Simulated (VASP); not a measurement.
# WSe2 in VASP: a series of runs

WSe2 is run at these levels: PBE+D3(BJ); tasks: single point.

All numbers are computed with VASP 6.6.1; they aren't measurements. Logs are shortened: lines on timing, memory, paths and dates and some standing lists are left out, and cuts for length are marked.

### Step 1. The cell of the first run

The typed cell holds 6 atoms: a = 3.211 Å, b = 3.211 Å, c = 12.147 Å, α = 90.00°, β = 90.00°, γ = 120.00°.

### Step 2. Single point, PBE+D3(BJ) (18.07 Å³/atom)

Contents of INCAR:

```
SYSTEM = WSe2
  ALGO = Normal
  EDIFF = 1E-6
  ENCUT = 520
  GGA = PE
  ISIF = 2
  ISMEAR = 0
  IVDW = 12
  LASPH = .TRUE.
  LCHARG = .FALSE.
  LREAL = .FALSE.
  LWAVE = .FALSE.
  NBANDS = 35
  NELM = 80
  PREC = Accurate
  SIGMA = 0.02
```

Contents of KPOINTS:

```
k-points
0
G
  9 9 2
  0 0 0
```

Contents of POSCAR:

```
WSe2
1.0
    3.2105865927      0.0000000000      0.0000000000
   -1.6052932964      2.7804495503      0.0000000000
    0.0000000000      0.0000000000     12.1465700577
W Se
2 4
Direct
    0.6666666667      0.3333333333      0.2500283619
    0.3333333333      0.6666666667      0.7499716381
    0.3333333333      0.6666666667      0.3893677806
    0.6666666667      0.3333333333      0.8893124511
    0.3333333333      0.6666666667      0.1106875489
    0.6666666667      0.3333333333      0.6106322194
```

Potentials or basis: VASP PAW PBE potentials, release 64 (W_sv, Se).

The run is started by

```bash
$ cat potpaw_PBE.64/W_sv/POTCAR potpaw_PBE.64/Se/POTCAR > POTCAR
$ mpirun -np 1 vasp_std > vasp.out
```

OUTCAR:

```text
SYSTEM = WSe2
   EDIFF = 1E-6
   ENCUT = 520
   GGA = PE
   ISIF = 2
   ISMEAR = 0
   IVDW = 12
   LASPH = .TRUE.
   LREAL = .FALSE.
   NELM = 80
   PREC = Accurate
 IVDW          = 12

 ion  position               nearest neighbor table
   1  0.667  0.333  0.250-   3 2.51   3 2.51   3 2.51   5 2.51   5 2.51   5 2.51
   2  0.333  0.667  0.750-   6 2.51   6 2.51   6 2.51   4 2.51   4 2.51   4 2.51
   3  0.333  0.667  0.389-   1 2.51   1 2.51   1 2.51
   4  0.667  0.333  0.889-   2 2.51   2 2.51   2 2.51
   5  0.333  0.667  0.111-   1 2.51   1 2.51   1 2.51
   6  0.667  0.333  0.611-   2 2.51   2 2.51   2 2.51

  LATTYP: Found a hexagonal cell.
 ALAT       =     3.2105865927
 C/A-ratio  =     3.7832868565

  Lattice vectors:

 A1 = (   3.2105865927,   0.0000000000,   0.0000000000)
 A2 = (  -1.6052932964,   2.7804495503,   0.0000000000)
 A3 = (   0.0000000000,   0.0000000000,  12.1465700577)

Analysis of symmetry for initial positions (statically):
=====================================================================
 Subroutine PRICEL returns:
 Original cell was already a primitive cell.

 Routine SETGRP: Setting up the symmetry group for a
 hexagonal supercell.

 Subroutine GETGRP returns: Found 12 space group operations
 (whereof 12 operations were pure point group operations)
 out of a pool of 24 trial point group operations.

The static configuration has the point symmetry D_3d.

Analysis of symmetry for dynamics (positions and initial velocities):
=====================================================================
 Subroutine PRICEL returns:
 Original cell was already a primitive cell.

 Routine SETGRP: Setting up the symmetry group for a
 hexagonal supercell.

 Subroutine GETGRP returns: Found 12 space group operations
 (whereof 12 operations were pure point group operations)
 out of a pool of 24 trial point group operations.

The dynamic configuration has the point symmetry D_3d.

 Subroutine INISYM returns: Found 12 space group operations
 (whereof 12 operations are pure point group operations),
 and found     1 'primitive' translations

----------------------------------------------------------------------------------------

                                     Primitive cell

  volume of cell :     108.4309

  direct lattice vectors                    reciprocal lattice vectors
     3.210586593  0.000000000  0.000000000     0.311469562  0.179827036  0.000000000
    -1.605293296  2.780449550  0.000000000     0.000000000  0.359654071  0.000000000
     0.000000000  0.000000000 12.146570058     0.000000000  0.000000000  0.082327768

  length of vectors
     3.210586593  3.210586593 12.146570058     0.359654071  0.359654071  0.082327768

  position of ions in fractional coordinates (direct lattice)
     0.666666667  0.333333333  0.250028362
     0.333333333  0.666666667  0.749971638
     0.333333333  0.666666667  0.389367781
     0.666666667  0.333333333  0.889312451
     0.333333333  0.666666667  0.110687549
     0.666666667  0.333333333  0.610632219

  ion indices of the primitive-cell ions
   primitive index   ion index
                 1           1
                 2           2
                 3           3
                 4           4
                 5           5
                 6           6

----------------------------------------------------------------------------------------

 KPOINTS: k-points

Automatic generation of k-mesh.
 Grid dimensions read from file:
 generate k-points for:    9    9    2

 Generating k-lattice:

  Cartesian coordinates                     Fractional coordinates (reciprocal lattice)
     0.034607729  0.019980782  0.000000000     0.111111111 -0.000000000  0.000000000
     0.000000000  0.039961563  0.000000000     0.000000000  0.111111111  0.000000000
     0.000000000  0.000000000  0.041163884     0.000000000  0.000000000  0.500000000

  Length of vectors
     0.039961563  0.039961563  0.041163884

  Shift w.r.t. Gamma in fractional coordinates (k-lattice)
     0.000000000  0.000000000  0.000000000

 Subroutine IBZKPT returns following result:
 ===========================================

 Found     24 irreducible k-points:

 Following reciprocal coordinates:
            Coordinates               Weight
  0.000000  0.000000  0.000000      1.000000
  0.111111  0.000000  0.000000      6.000000
  0.222222  0.000000  0.000000      6.000000
  0.333333  0.000000  0.000000      6.000000
  0.444444  0.000000  0.000000      6.000000
  0.111111  0.111111  0.000000      6.000000
[... 16 lines left out ...]
  0.333333  0.222222  0.500000     12.000000
  0.333333  0.333333  0.500000      2.000000
   k-points           NKPTS =     24   k-points in BZ     NKDIM =     24   number of bands    NBANDS=     35
   number of dos      NEDOS =    301   number of ions     NIONS =      6
   total plane-waves  NPLWV =  51840
   dimension x,y,z NGX =    24 NGY =   24 NGZ =   90
   dimension x,y,z NGXF=    48 NGYF=   48 NGZF=  180
   ions per type =               2   4
   NGX,Y,Z   is equivalent  to a cutoff of  12.43, 12.43, 12.32 a.u.
   NGXF,Y,Z  is equivalent  to a cutoff of  24.85, 24.85, 24.64 a.u.
 SYSTEM =  WSe2
   PREC   = accura    normal or accurate (medium, high low for compatibility)
   ISTART =      0    job   : 0-new  1-cont  2-samecut
   ICHARG =      2    charge: 1-file 2-atom 10-const
   ISPIN  =      1    spin polarized calculation?
   LNONCOLLINEAR =      F non collinear calculations
   LSORBIT =      F    spin-orbit coupling
   LASPH  =      T    aspherical Exc in radial PAW
   ENCUT  =  520.0 eV  38.22 Ry    6.18 a.u.   5.97  5.97 22.58*2*pi/ulx,y,z
   NELM   =     80;   NELMIN=  2; NELMDL= -5     # of ELM steps
   EDIFF  = 0.1E-05   stopping-criterion for ELM
   LREAL  =      F    real-space projection
   EDIFFG = 0.1E-04   stopping-criterion for IOM
   NSW    =      0    number of steps for IOM
   IBRION =     -1    ionic relax: 0-MD 1-quasi-New 2-CG
   NFREE  =      0    steps in history (QN), initial steepest desc. (CG)
   ISIF   =      2    stress and relaxation
   ISYM   =      2    0-nonsym 1-usesym 2-fastsym
   POTIM  = 0.5000    time-step for ionic-motion
   TEBEG  =    0.0;   TEEND  =   0.0 temperature during run
   PSTRESS=    0.0 pullay stress
   NELECT =      52.0000    total number of electrons
   NUPDOWN=      -1.0000    fix difference up-down
   EMIN   =  10.00;   EMAX   =-10.00  energy-range for DOS
   EFERMI =   0.00;   METHOD = LEGACY
   ISMEAR =     0;   SIGMA  =   0.02  broadening in eV -4-tet -1-fermi 0-gaus
   EFERMI_NEDOS =   21; number of points for ismear=-14 and -15
   IALGO  =     38    algorithm
   IMIX   =      4    mixing-type and parameters
     AMIX     =   0.40;   BMIX     =  1.00
     AMIX_MAG =   1.60;   BMIX_MAG =  1.00
  volume/ion in A,a.u.               =      18.07       121.95
  Fermi-wavevector in a.u.,A,eV,Ry     =   1.281420  2.421533 22.341282  1.642038
  Thomas-Fermi vector in A             =   2.413791
   LORBIT       =      0    0 simple, 1 ext, 2 COOP (PROOUT), +10 PAW based schemes
   GGA     = PE    functional components
   LHFCALC =     F    Hartree Fock is set to
   AEXX    =    0.0000 exact exchange contribution
   IVDW    =    12    specifies the selected vdW correction
   LEPSILON=     F    determine dielectric tensor
   LRPA    =     F    only Hartree local field effects (RPA)
 non-spin polarized calculation
 Gauss-broadening in eV      SIGMA  =   0.02
  energy-cutoff  :      520.00
  volume of cell :      108.43
 maximum number of plane-waves:      2970
 NGX is ok and might be reduce to    24
   NGX = 11   NGY = 11   NGZ = 45

 number of electron      52.0000005 magnetization

 Free energy of the ion-electron system (eV)
  ---------------------------------------------------
  ext. energy  EPLUGINS =         0.00000000
  ---------------------------------------------------
  free energy    TOTEN  =       -42.56769373 eV

  energy without entropy =      -42.56769373  energy(sigma->0) =      -42.56769373

 E-fermi :   7.9151     XC(G=0): -11.4616

 val. band max:        7.7974902085   @ k =   0.0000   0.0000   0.0000
 cond. band min:       8.5076348838   @ k =   0.2222   0.1111   0.0000
 fundamental gap:      0.7101446753
 Fermi energy:         7.9151237040

 k-point     1 :       0.0000    0.0000    0.0000
  band No.  band energies     occupation
      1     -66.6002      2.00000
      2     -66.6002      2.00000
      3     -30.9070      2.00000
      4     -30.9069      2.00000
      5     -30.7058      2.00000
      6     -30.7058      2.00000
[... 27 lines left out ...]
     34      10.8381      0.00000
     35      12.7040      0.00000

 k-point     2 :       0.1111    0.0000    0.0000
  band No.  band energies     occupation
      1     -66.5984      2.00000
      2     -66.5984      2.00000
      3     -30.9001      2.00000
      4     -30.9000      2.00000
      5     -30.7418      2.00000
      6     -30.7418      2.00000
[... 27 lines left out ...]
     34      10.9209      0.00000
     35      13.6820      0.00000

 k-point     3 :       0.2222    0.0000    0.0000
  band No.  band energies     occupation
      1     -66.5940      2.00000
      2     -66.5940      2.00000
      3     -30.8825      2.00000
      4     -30.8824      2.00000
      5     -30.8320      2.00000
      6     -30.8320      2.00000
[... 27 lines left out ...]
     34      11.6349      0.00000
     35      14.2724      0.00000
[... 723 lines left out ...]
 k-point    23 :       0.3333    0.2222    0.5000
  band No.  band energies     occupation
      1     -66.5843      2.00000
      2     -66.5843      2.00000
      3     -30.9619      2.00000
      4     -30.9619      2.00000
      5     -30.8479      2.00000
      6     -30.8479      2.00000
[... 27 lines left out ...]
     34      12.1137      0.00000
     35      13.7103      0.00000

 k-point    24 :       0.3333    0.3333    0.5000
  band No.  band energies     occupation
      1     -66.5835      2.00000
      2     -66.5835      2.00000
      3     -30.9304      2.00000
      4     -30.9304      2.00000
      5     -30.9014      2.00000
      6     -30.9014      2.00000
[... 27 lines left out ...]
     34      12.1180      0.00000
     35      14.3515      0.00000

------------------------ aborting loop because EDIFF is reached ----------------------------------------

 Edisp (eV)   -3.14849

 E8    (eV) :    -1.4053

  FORCE on cell =-STRESS in cart. coord.  units (eV):
  Direction    XX          YY          ZZ          XY          YZ          ZX
  --------------------------------------------------------------------------------------
  -------------------------------------------------------------------------------------
  Total       5.07413     5.07413     5.16619    -0.00000     0.00000    -0.00000
  in kB      74.97544    74.97544    76.33574    -0.00000     0.00000    -0.00000
  external pressure =       75.43 kB  Pullay stress =        0.00 kB

 VOLUME and BASIS-vectors are now :
 -----------------------------------------------------------------------------
  energy-cutoff  :      520.00
  volume of cell :      108.43
      direct lattice vectors                 reciprocal lattice vectors
     3.210586593  0.000000000  0.000000000     0.311469562  0.179827036  0.000000000
    -1.605293296  2.780449550  0.000000000     0.000000000  0.359654071  0.000000000
     0.000000000  0.000000000 12.146570058     0.000000000  0.000000000  0.082327768

 POSITION                                       TOTAL-FORCE (eV/Angst)
 -----------------------------------------------------------------------------------
      1.60529      0.92682      3.03699         0.000000      0.000000     -0.000803
     -0.00000      1.85363      9.10958         0.000000     -0.000000      0.000803
     -0.00000      1.85363      4.72948         0.000000     -0.000000      0.051660
      1.60529      0.92682     10.80210        -0.000000      0.000000      0.053254
     -0.00000      1.85363      1.34447        -0.000000     -0.000000     -0.053254
      1.60529      0.92682      7.41709        -0.000000      0.000000     -0.051660
 -----------------------------------------------------------------------------------
    total drift:                                0.000000     -0.000000     -0.000000

  FREE ENERGIE OF THE ION-ELECTRON SYSTEM (eV)
  ---------------------------------------------------
  free  energy   TOTEN  =       -45.7161838355 eV

  energy  without entropy=      -45.7161838355  energy(sigma->0) =      -45.71618384
```

It took 2.5 min on 1 thread of Intel Xeon 8259CL, shared host; peak memory 0.27 GiB.

Results:

| Quantity | Value |
| --- | --- |
| Free energy | -45.7162 eV |
| Pressure | 7.5 GPa |
| Largest force | 0.053 eV/Å |
| Band gap on the k mesh | 0.71 eV (least direct gap 1.44 eV) |
| Dispersion energy per atom | -0.525 eV |

Forces in eV/Å, atoms in the order of the input:
```
W    0.000  0.000 -0.001
W    0.000  0.000  0.001
Se   0.000  0.000  0.052
Se   0.000  0.000  0.053
Se   0.000  0.000 -0.053
Se   0.000  0.000 -0.052
```

Stress tensor (GPa, compression positive):
```
7.50 0.00 0.00
0.00 7.50 0.00
0.00 0.00 7.63
```

Caveat: the cell stands under pressure; spin-orbit coupling is left out, which moves the levels of the heavy elements. A k mesh can miss the band edges.

[end of part 1 of 2]
